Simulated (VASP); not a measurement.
# WS2 (P1) in VASP: a series of runs, part 2 of 2

VASP 6.6.1. The steps go on from the part before.

## (4) Single point, PBE (atoms displaced along a vibrational mode)

Input file INCAR:

```
  ALGO = Normal
  EDIFF = 1E-6
  ENCUT = 520
  GGA = PE
  ISIF = 2
  ISMEAR = 0
  LASPH = T
  LCHARG = F
  LREAL = F
  LWAVE = F
  NBANDS = 35
  NELM = 60
  PREC = Accurate
  SIGMA = 0.05
```

Input file KPOINTS:

```
k-points
0
Gamma
  12 12 2
```

Input file POSCAR:

```
WS2
1.0
    3.1877810946      0.0000000000      0.0000000000
   -1.5938905473      2.7606994096      0.0000000000
    0.0000000000      0.0000000000     14.7749679767
W S
2 4
Direct
    0.3333333333      0.6666666667      0.2500000000
    0.6666666667      0.3333333333      0.7500000000
    0.3070919987      0.6474566765      0.6436696682
    0.6666666667      0.3333333333      0.1436696682
    0.3595746679      0.6858766569      0.8563303318
    0.6666666667      0.3333333333      0.3563303318
```

Potentials or basis: VASP PAW PBE potentials, release 64 (W_sv, S).

The run is started by

```bash
$ cat potpaw_PBE.64/W_sv/POTCAR potpaw_PBE.64/S/POTCAR > POTCAR
$ mpirun -np 1 vasp_std > vasp.out
```

OUTCAR:

```text
EDIFF = 1E-6
   ENCUT = 520
   GGA = PE
   ISIF = 2
   ISMEAR = 0
   LASPH = T
   LREAL = F
   NELM = 60
   PREC = Accurate

 ion  position               nearest neighbor table
   1  0.333  0.667  0.250-   4 2.42   6 2.42   4 2.42   6 2.42   4 2.42   6 2.42
   2  0.667  0.333  0.750-   3 2.37   5 2.38   5 2.41   3 2.44   3 2.46   5 2.48
   3  0.307  0.647  0.644-   2 2.37   2 2.44   2 2.46
   4  0.667  0.333  0.144-   1 2.42   1 2.42   1 2.42
   5  0.360  0.686  0.856-   2 2.38   2 2.41   2 2.48
   6  0.667  0.333  0.356-   1 2.42   1 2.42   1 2.42

  LATTYP: Found a hexagonal cell.
 ALAT       =     3.1877810946
 C/A-ratio  =     4.6348753375

  Lattice vectors:

 A1 = (   3.1877810946,   0.0000000000,   0.0000000000)
 A2 = (  -1.5938905473,   2.7606994096,   0.0000000000)
 A3 = (   0.0000000000,   0.0000000000,  14.7749679767)

Analysis of symmetry for initial positions (statically):
=====================================================================
 Subroutine PRICEL returns:
 Original cell was already a primitive cell.

 Routine SETGRP: Setting up the symmetry group for a
 hexagonal supercell.

 Subroutine GETGRP returns: Found  1 space group operations
 (whereof  1 operations were pure point group operations)
 out of a pool of 24 trial point group operations.

The static configuration has the point symmetry C_1 .

Analysis of symmetry for dynamics (positions and initial velocities):
=====================================================================
 Subroutine PRICEL returns:
 Original cell was already a primitive cell.

 Routine SETGRP: Setting up the symmetry group for a
 hexagonal supercell.

 Subroutine GETGRP returns: Found  1 space group operations
 (whereof  1 operations were pure point group operations)
 out of a pool of 24 trial point group operations.

The dynamic configuration has the point symmetry C_1 .
[... 126 lines left out ...]
     AMIX     =   0.40;   BMIX     =  1.00
     AMIX_MAG =   1.60;   BMIX_MAG =  1.00
  volume/ion in A,a.u.               =      21.67       146.24
  Fermi-wavevector in a.u.,A,eV,Ry     =   1.206140  2.279275 19.793413  1.454775
  Thomas-Fermi vector in A             =   2.341816
   LORBIT       =      0    0 simple, 1 ext, 2 COOP (PROOUT), +10 PAW based schemes
   GGA     = PE    functional components
   LHFCALC =     F    Hartree Fock is set to
   AEXX    =    0.0000 exact exchange contribution
   IVDW    =     0    specifies the selected vdW correction
   LEPSILON=     F    determine dielectric tensor
   LRPA    =     F    only Hartree local field effects (RPA)
 non-spin polarized calculation
 Gauss-broadening in eV      SIGMA  =   0.05
  energy-cutoff  :      520.00
  volume of cell :      130.03
 maximum number of plane-waves:      3524
   NGX = 11   NGY = 11   NGZ = 55

 number of electron      52.0000002 magnetization

 Free energy of the ion-electron system (eV)
  ---------------------------------------------------
  ext. energy  EPLUGINS =         0.00000000
  ---------------------------------------------------
  free energy    TOTEN  =       -47.30944409 eV

  energy without entropy =      -47.30944409  energy(sigma->0) =      -47.30944409

 E-fermi :   5.1125     XC(G=0):  -9.5403

 val. band max:        4.7631538651   @ k =   0.0000   0.0000   0.0000
 cond. band min:       6.3863187302   @ k =   0.3333   0.3333   0.0000
 fundamental gap:      1.6231648651
 Fermi energy:         5.1124539934

 k-point     1 :       0.0000    0.0000    0.0000
  band No.  band energies     occupation
      1     -69.4667      2.00000
      2     -69.4654      2.00000
      3     -33.6960      2.00000
      4     -33.6947      2.00000
      5     -33.5526      2.00000
      6     -33.5509      2.00000
[... 901 lines left out ...]
     34       8.6269      0.00000
     35      11.3692      0.00000

 [... further k-points ...]

------------------------ aborting loop because EDIFF is reached ----------------------------------------

  FORCE on cell =-STRESS in cart. coord.  units (eV):
  Direction    XX          YY          ZZ          XY          YZ          ZX
  --------------------------------------------------------------------------------------
  -------------------------------------------------------------------------------------
  Total        0.0510278      0.0509021      0.2037567      0.0058663     -1.6106491     -1.6107000
  in kB        0.6287579      0.6272093      2.5106626      0.0722842    -19.8462000    -19.8468268
  external PRESSURE =       1.2555433 kB  Pullay stress =       0.0000000 kB

 VOLUME and BASIS-vectors are now :
 -----------------------------------------------------------------------------
  energy-cutoff  :      520.00
  volume of cell :      130.03
      direct lattice vectors                 reciprocal lattice vectors
     3.187781095  0.000000000  0.000000000     0.313697826  0.181113524  0.000000000
    -1.593890547  2.760699410  0.000000000     0.000000000  0.362227049  0.000000000
     0.000000000  0.000000000 14.774967977     0.000000000  0.000000000  0.067682042

 POSITION                                       TOTAL-FORCE (eV/Angst)
 -----------------------------------------------------------------------------------
     -0.00000      1.84047      3.69374        -0.000004     -0.000000      0.000001
      1.59389      0.92023     11.08123        -0.088730     -0.000008      0.005529
     -0.05303      1.78743      9.51020         0.557474      0.513033     -0.075950
      1.59389      0.92023      2.12271         0.000057      0.000054     -0.003684
      0.05303      1.89350     12.65225        -0.468746     -0.513025      0.070419
      1.59389      0.92023      5.26477        -0.000051     -0.000054      0.003685
 -----------------------------------------------------------------------------------
    total drift:                                0.000001      0.000002     -0.000001

  FREE ENERGIE OF THE ION-ELECTRON SYSTEM (eV)
  ---------------------------------------------------
  free  energy   TOTEN  =       -47.3094440876 eV

  energy  without entropy=      -47.3094440876  energy(sigma->0) =      -47.30944409
```

OSZICAR:

```text
N       E                     dE             d eps       ncg     rms          rms(c)
DAV:   1     0.508681000441E+03    0.50868E+03   -0.28278E+04 11504   0.144E+03
DAV:   2    -0.181070815076E+02   -0.52679E+03   -0.50962E+03 12425   0.391E+02
DAV:   3    -0.492934530072E+02   -0.31186E+02   -0.30726E+02 13022   0.917E+01
DAV:   4    -0.501134142764E+02   -0.81996E+00   -0.81606E+00 12688   0.157E+01
DAV:   5    -0.501354291887E+02   -0.22015E-01   -0.22002E-01 12679   0.269E+00    0.367E+01
DAV:   6    -0.476866456872E+02    0.24488E+01   -0.89177E+00 11917   0.197E+01    0.157E+01
DAV:   7    -0.474453356112E+02    0.24131E+00   -0.25102E+00 11770   0.840E+00    0.656E+00
DAV:   8    -0.473096585233E+02    0.13568E+00   -0.36888E-01 12026   0.419E+00    0.183E+00
DAV:   9    -0.473114693027E+02   -0.18108E-02   -0.46820E-02 12428   0.111E+00    0.102E+00
DAV:  10    -0.473097563315E+02    0.17130E-02   -0.19988E-02 12108   0.905E-01    0.298E-01
DAV:  11    -0.473093710319E+02    0.38530E-03   -0.29258E-03 11191   0.316E-01    0.150E-01
DAV:  12    -0.473093842827E+02   -0.13251E-04   -0.18257E-04 12995   0.652E-02    0.430E-02
DAV:  13    -0.473094365398E+02   -0.52257E-04   -0.51245E-05 11170   0.390E-02    0.413E-02
DAV:  14    -0.473094424026E+02   -0.58629E-05   -0.17089E-05 10530   0.213E-02    0.182E-02
DAV:  15    -0.473094436463E+02   -0.12436E-05   -0.31785E-06 10050   0.922E-03    0.738E-03
DAV:  16    -0.473094440876E+02   -0.44129E-06   -0.80308E-07  7745   0.565E-03
   1 F= -.47309444E+02 E0= -.47309444E+02  d E =-.624589E-25
```

stdout:

```text
POSCAR found type information on POSCAR W S
 POSCAR found :  2 types and       6 ions
 scaLAPACK will be used
 LDA part: xc-table for (Slater+PW92), standard interpolation
 POSCAR, INCAR and KPOINTS ok, starting setup
 FFT: planning ... GRIDC
 FFT: planning ... GRID_SOFT
 FFT: planning ... GRID
 WAVECAR not read
 entering main loop
```

Run time: 8.2 min. Hardware: 1 thread of Intel Xeon Platinum 8488C (Sapphire Rapids), shared host; peak memory 0.6 GiB.

What came out:

```yaml
Free_energy: -47.3094 eV
Pressure: 0.1 GPa
Largest_force: 0.761 eV/Å
Band_gap_on_the_k_mesh: 1.62 eV (least direct gap 1.79 eV)
```

Forces on the atoms (eV/Å):
```
W    0.000  0.000  0.000
W   -0.089  0.000  0.006
S    0.557  0.513 -0.076
S    0.000  0.000 -0.004
S   -0.469 -0.513  0.070
S    0.000  0.000  0.004
```

Stress tensor (GPa, compression positive):
```
 0.06  0.01 -1.98
 0.01  0.06 -1.98
-1.98 -1.98  0.25
```

Levels at points of the mesh, in eV from the valence-band top:
| k point | band 22 | band 23 | band 24 | band 25 | band 26 | band 27 | band 28 | band 29 | band 30 | band 31 |
| --- | --- | --- | --- | --- | --- | --- | --- | --- | --- | --- |
| (0.00, 0.00, 0.00) | -1.81 | -1.80 | -1.80 | -0.43 | 0.00 | 2.56 | 2.58 | 2.68 | 2.68 | 2.83 |
| (0.50, 0.00, 0.00) | -2.33 | -1.47 | -1.45 | -1.12 | -1.08 | 2.63 | 2.65 | 3.06 | 3.12 | 3.72 |
| (0.00, 0.50, 0.00) | -2.33 | -1.47 | -1.45 | -1.12 | -1.09 | 2.63 | 2.65 | 3.05 | 3.12 | 3.72 |
| (0.50, 0.50, 0.00) | -2.33 | -1.47 | -1.45 | -1.12 | -1.10 | 2.63 | 2.65 | 3.05 | 3.12 | 3.73 |
| (0.00, 0.00, 0.50) | -1.81 | -1.80 | -1.80 | -0.19 | -0.18 | 2.56 | 2.58 | 2.68 | 2.68 | 2.83 |
| (0.50, 0.00, 0.50) | -2.33 | -1.47 | -1.46 | -1.11 | -1.08 | 2.63 | 2.65 | 3.08 | 3.09 | 3.82 |
| (0.00, 0.50, 0.50) | -2.33 | -1.47 | -1.45 | -1.11 | -1.09 | 2.63 | 2.65 | 3.08 | 3.09 | 3.83 |
| (0.50, 0.50, 0.50) | -2.33 | -1.47 | -1.45 | -1.11 | -1.10 | 2.63 | 2.65 | 3.08 | 3.09 | 3.84 |

Caveat: the cell differs from its parent crystal (atoms displaced along a vibrational mode); spin-orbit coupling is left out, which moves the levels of the heavy elements.

## (5) The runs side by side

```csv
cell,gap on the mesh (eV),pressure (GPa),largest force (eV/Å)
"as given, atomic positions A",1.63,0.0,0.30
"as given, atomic positions B",1.62,0.3,1.09
"as given, atomic positions C",1.62,0.1,0.76
```

Alike in all rows: task single point; level PBE; potentials or basis VASP PAW PBE potentials, release 64 (W_sv, S); no spin polarisation; k mesh 12 × 12 × 2; cutoff (eV) 520; smearing gaussian 0.05 eV.

Caveats: spin-orbit coupling is left out, which moves the levels of the heavy elements; forces of over 1 eV/Å act on the atoms, so gaps and moduli don't describe the material at rest (at least some runs).

Absolute energies hang on the potentials; compare differences alone.
